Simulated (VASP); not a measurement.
# NaHI (P4/nmm) in VASP: notebook, part 2 of 2

VASP 6.6.1.

## 3. Relaxation of cell and atoms, PBEsol

File INCAR:

```
ALGO = Normal ; EDIFF = 1E-7
EDIFFG = -0.01 ; ENCUT = 600
GGA = PS ; IBRION = 2
ISIF = 3 ; ISMEAR = 1
LASPH = T ; LCHARG = F
LREAL = F ; LWAVE = F
NELM = 80 ; NSW = 60
PREC = Accurate ; SIGMA = 0.0643
```

File KPOINTS:

```
Automatic mesh
0
Gamma
  4 4 3
  0.5 0.5 0.5
```

File POSCAR:

```
NaHI
1.0
    4.1262910000      0.0000000000      0.0000000000
    0.0000000000      4.1262910000      0.0000000000
    0.0000000000      0.0000000000      7.9769300000
Na H I
2 2 2
Direct
    0.0000000000      0.5000000000      0.2000000000
    0.5000000000      0.0000000000      0.8000000000
    0.0000000000      0.0000000000      0.0000000000
    0.5000000000      0.5000000000      0.0000000000
    0.0000000000      0.5000000000      0.7000000000
    0.5000000000      0.0000000000      0.3000000000
```

Potentials or basis: VASP PAW PBE potentials, release 64 (Na_pv, H, I).

Launch:

```console
$ cat potpaw_PBE.64/Na_pv/POTCAR potpaw_PBE.64/H/POTCAR potpaw_PBE.64/I/POTCAR > POTCAR
$ mpirun -np 1 vasp_std > vasp.out
```

OUTCAR:

```text
EDIFF = 1E-7
   EDIFFG = -0.01
   ENCUT = 600
   GGA = PS
   IBRION = 2
   ISIF = 3
   ISMEAR = 1
   LASPH = T
   LREAL = F
   NELM = 80
   NSW = 60
   PREC = Accurate

 ion  position               nearest neighbor table
   1  0.000  0.500  0.200-   6 3.02   6 3.02   6 3.02   6 3.02
   2  0.500  0.000  0.800-   5 3.02   5 3.02   5 3.02   5 3.02
   3  0.000  0.000  0.000-
   4  0.500  0.500  0.000-
   5  0.000  0.500  0.700-   2 3.02   2 3.02   2 3.02   2 3.02
   6  0.500  0.000  0.300-   1 3.02   1 3.02   1 3.02   1 3.02

  LATTYP: Found a simple tetragonal cell.
 ALAT       =     4.1262910000
 C/A-ratio  =     1.9331961803

  Lattice vectors:

 A1 = (   4.1262910000,   0.0000000000,   0.0000000000)
 A2 = (   0.0000000000,   4.1262910000,   0.0000000000)
 A3 = (   0.0000000000,   0.0000000000,   7.9769300000)

Analysis of symmetry for initial positions (statically):
=====================================================================
 Subroutine PRICEL returns:
 Original cell was already a primitive cell.

 Routine SETGRP: Setting up the symmetry group for a
 simple tetragonal supercell.

 Subroutine GETGRP returns: Found 16 space group operations
 (whereof  8 operations were pure point group operations)
 out of a pool of 16 trial point group operations.

The static configuration has the point symmetry D_2d.
 The point group associated with its full space group is D_4h.

Analysis of symmetry for dynamics (positions and initial velocities):
=====================================================================
 Subroutine PRICEL returns:
 Original cell was already a primitive cell.

 Routine SETGRP: Setting up the symmetry group for a
 simple tetragonal supercell.

 Subroutine GETGRP returns: Found 16 space group operations
 (whereof  8 operations were pure point group operations)
 out of a pool of 16 trial point group operations.
[... 111 lines left out ...]
     AMIX_MAG =   1.60;   BMIX_MAG =  1.00
  volume/ion in A,a.u.               =      22.64       152.76
  Fermi-wavevector in a.u.,A,eV,Ry     =   0.989609  1.870089 13.324526  0.979325
  Thomas-Fermi vector in A             =   2.121219
   LORBIT       =      0    0 simple, 1 ext, 2 COOP (PROOUT), +10 PAW based schemes
   GGA     = PS    functional components
   LHFCALC =     F    Hartree Fock is set to
   AEXX    =    0.0000 exact exchange contribution
   IVDW    =     0    specifies the selected vdW correction
   LEPSILON=     F    determine dielectric tensor
   LRPA    =     F    only Hartree local field effects (RPA)
 conjugate gradient relaxation of ions
 non-spin polarized calculation
 Methfessel and Paxton  Order N= 1 SIGMA  =   0.06
  energy-cutoff  :      600.00
  volume of cell :      135.82
 maximum number of plane-waves:      4558
 NGX is ok and might be reduce to    36
   NGX = 17   NGY = 17   NGZ = 31

--------------------------------------- Ionic step        1  -------------------------------------------

 number of electron      30.0000019 magnetization

 Free energy of the ion-electron system (eV)
  ---------------------------------------------------
  ext. energy  EPLUGINS =         0.00000000
  ---------------------------------------------------
  free energy    TOTEN  =       -12.82204773 eV

  energy without entropy =      -12.81842987  energy(sigma->0) =      -12.82084177

------------------------ aborting loop because EDIFF is reached ----------------------------------------

  FORCE on cell =-STRESS in cart. coord.  units (eV):
  Direction    XX          YY          ZZ          XY          YZ          ZX
  --------------------------------------------------------------------------------------
  -------------------------------------------------------------------------------------
  Total        1.3375258      1.3375258     -2.6233521      0.0000000      0.0000000      0.0000000
  in kB       15.7781925     15.7781925    -30.9465100      0.0000000      0.0000000      0.0000000
  external PRESSURE =       0.2032917 kB  Pullay stress =       0.0000000 kB
[... 101 lines left out ...]
  FREE ENERGIE OF THE ION-ELECTRON SYSTEM (eV)
  ---------------------------------------------------
  free  energy   TOTEN  =       -13.1153480097 eV

  energy  without entropy=      -13.1097143881  energy(sigma->0) =      -13.11347014

[... ionic steps 4 to 21 ...]

--------------------------------------- Ionic step       22  -------------------------------------------

 number of electron      30.0000005 magnetization

------------------------ aborting loop because EDIFF is reached ----------------------------------------
[... 75 lines left out ...]
--------------------------------------- Ionic step       24  -------------------------------------------

 number of electron      30.0000005 magnetization

 Free energy of the ion-electron system (eV)
  ---------------------------------------------------
  ext. energy  EPLUGINS =         0.00000000
  ---------------------------------------------------
  free energy    TOTEN  =       -13.40456535 eV

  energy without entropy =      -13.40174798  energy(sigma->0) =      -13.40362622

 E-fermi :   2.9338     XC(G=0):  -8.6415

 val. band max:        2.9190756436   @ k =   0.3750   0.1250   0.5000
 cond. band min:       3.1127871559   @ k =   0.3750   0.3750   0.1667
 fundamental gap:      0.1937115123
 Fermi energy:         2.9338445282

 k-point     1 :       0.1250    0.1250    0.1667
  band No.  band energies     occupation
      1     -20.5019      2.00000
      2     -20.4955      2.00000
      3     -20.4832      2.00000
      4     -20.4817      2.00000
      5     -20.4787      2.00000
      6     -20.4775      2.00000
[... 154 lines left out ...]
  FREE ENERGIE OF THE ION-ELECTRON SYSTEM (eV)
  ---------------------------------------------------
  free  energy   TOTEN  =       -13.4045653470 eV

  energy  without entropy=      -13.4017479758  energy(sigma->0) =      -13.40362622

 reached required accuracy - stopping structural energy minimisation
```

OSZICAR:

```text
N       E                     dE             d eps       ncg     rms          rms(c)
DAV:   1     0.239654673475E+03    0.23965E+03   -0.14608E+04   228   0.161E+03
DAV:   2     0.639422548010E+01   -0.23326E+03   -0.22799E+03   287   0.355E+02
DAV:   3    -0.124692532286E+02   -0.18863E+02   -0.18375E+02   271   0.106E+02
[... 227 lines left out ...]
DAV:   1    -0.134045491558E+02   -0.23622E-04   -0.10523E-02   228   0.603E-01    0.405E-02
DAV:   2    -0.134045746210E+02   -0.25465E-04   -0.49596E-04   252   0.141E-01    0.229E-02
DAV:   3    -0.134045679623E+02    0.66587E-05   -0.15445E-05   260   0.304E-02    0.130E-02
DAV:   4    -0.134045653427E+02    0.26196E-05   -0.43396E-06   255   0.144E-02    0.309E-03
DAV:   5    -0.134045653470E+02   -0.43096E-08   -0.62860E-07   246   0.548E-03
  24 F= -.13404565E+02 E0= -.13403626E+02  d E =-.834423E-04
```

CONTCAR:

```text
NaHI
   1.00000000000000
     4.4328612010833490    0.0000000000000000   -0.0000000000000000
     0.0000000000000000    4.4328612010833490    0.0000000000000000
    -0.0000000000000000    0.0000000000000000    6.3851706615585551
  Na              H               I
     2     2     2
Direct
     0.0000000000000000    0.5000000000000000    0.1980159243218118
     0.5000000000000000    0.0000000000000000    0.8019840756781882
     0.0000000000000000    0.0000000000000000    0.0000000000000000
     0.5000000000000000    0.5000000000000000    0.0000000000000000
     0.0000000000000000    0.5000000000000000    0.7227537125437027
     0.5000000000000000    0.0000000000000000    0.2772462874562975

  0.00000000E+00  0.00000000E+00  0.00000000E+00
  0.00000000E+00  0.00000000E+00  0.00000000E+00
  0.00000000E+00  0.00000000E+00  0.00000000E+00
  0.00000000E+00  0.00000000E+00  0.00000000E+00
  0.00000000E+00  0.00000000E+00  0.00000000E+00
  0.00000000E+00  0.00000000E+00  0.00000000E+00
```

It took 5.5 min on 1 thread of Intel Xeon Platinum 8488C (Sapphire Rapids), shared host; peak memory 0.29 GiB.

What came out:

```yaml
Free_energy: -13.4046 eV
Relaxed_volume: 20.91 Å³/atom
Relaxed_cell: a = 4.433 Å, b = 4.433 Å, c = 6.385 Å, α = 90.00°, β = 90.00°, γ = 90.00°
Space_group_after_relaxing_to_0.1_Å: P4/nmm (No. 129)
Energy_gained_by_relaxing: 97.1 meV/atom
Ionic_steps: 24
Pressure_after_relaxing: 0.0 GPa
Largest_force_after_relaxing: 0.006 eV/Å
Band_gap_on_the_k_mesh: zero (bands 15 and 16 overlap by 0.38 eV)
```

Forces on the atoms (eV/Å):
```
Na   0.000  0.000  0.001
Na   0.000  0.000 -0.001
H    0.000  0.000  0.000
H    0.000  0.000  0.000
I    0.000  0.000  0.006
I    0.000  0.000 -0.006
```

Step by step:
```csv
step,energy change (eV),largest force (eV/Å),pressure (GPa),volume (Å³)
1,0.0000,0.4059,0.02,135.82
2,-0.0931,0.3611,-0.42,135.83
3,-0.2933,0.2484,-1.28,135.29
4,-0.4882,0.2417,-1.06,131.46
5,-0.4826,0.3036,-1.55,133.27
6,-0.4984,0.2972,-1.43,132.64
7,-0.5308,0.1938,0.36,123.30
8,-0.5394,0.1717,-0.28,126.04
9,-0.5554,0.1503,-0.05,124.74
10,-0.5630,0.1193,0.28,123.05
11,-0.5706,0.0811,0.10,124.36
12,-0.5748,0.0474,-0.10,125.89
13,-0.5753,0.0494,-0.17,126.50
14,-0.5778,0.0695,0.05,125.43
15,-0.5780,0.0768,0.12,125.07
16,-0.5799,0.0564,0.10,125.09
17,-0.5822,0.0116,0.03,125.13
18,-0.5823,0.0117,0.02,125.14
19,-0.5824,0.0127,-0.01,125.32
20,-0.5824,0.0128,-0.02,125.35
21,-0.5824,0.0130,-0.02,125.40
22,-0.5824,0.0134,-0.04,125.52
23,-0.5825,0.0104,-0.03,125.50
24,-0.5825,0.0065,-0.01,125.47
```

Final structure:
```xyz
6
Lattice="4.4329 0.0000 0.0000 0.0000 4.4329 0.0000 0.0000 0.0000 6.3852" Properties=species:S:1:pos:R:3 pbc="T T T"
Na    0.0000    2.2164    1.2644
Na    2.2164    0.0000    5.1208
H     0.0000    0.0000    0.0000
H     2.2164    2.2164    0.0000
I     0.0000    2.2164    4.6149
I     2.2164    0.0000    1.7703
```

Caveat: the k points lie up to 0.35 Å⁻¹ apart in the final cell; a cell axis changed by over 15 % at a fixed basis, so the end point is rough; the PAW data sets were made with another functional, which shifts forces and pressure a little; spin-orbit coupling is left out, which moves the levels of the heavy elements.

The gap in the log of VASP goes by the Fermi energy; the results here count the filled bands.